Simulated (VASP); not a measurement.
## Ta: density of states with PBEsol

Crystal: Ta.

```
CELL_PARAMETERS angstrom
-1.64034 1.64034 1.64034
1.64034 -1.64034 1.64034
1.64034 1.64034 -1.64034
ATOMIC_POSITIONS crystal
Ta 0.00000 0.00000 0.00000
```

```json
{
  "Program": "VASP 6.6.1",
  "Task": "density of states",
  "Functional": "PBEsol",
  "Potentials or basis": "VASP PAW PBE potentials, release 64 (Ta_pv)",
  "Cutoff": "520 eV",
  "k mesh": "18 × 18 × 18",
  "Occupations": "fermi-dirac, width 0.05 eV",
  "Spin": "no spin polarisation",
  "Dipole correction": "no",
  "k mesh for the DOS": "27 × 27 × 27",
  "Occupations for the DOS": "tetrahedron",
  "Further INCAR settings": "ALGO = Normal; EDIFF = 1e-07"
}
```

| Item | Value |
| --- | --- |
| Valence electrons inside the program's atomic spheres | Ta 8.97 |

Levels at points of the mesh, in eV from the Fermi level:
```csv
k point,band 2,band 3,band 4,band 5,band 6,band 7,band 8,band 9
"(0.00, 0.00, 0.00)",-32.92,-32.92,-7.99,0.74,0.74,0.74,4.08,4.08
```

It took 37 s on 1 thread of Intel(R) Xeon(R) 6975P-C (Granite Rapids) (shared host), peak memory 0.23 GiB.

Caveat: spin-orbit coupling is left out, which moves the levels of the heavy elements.
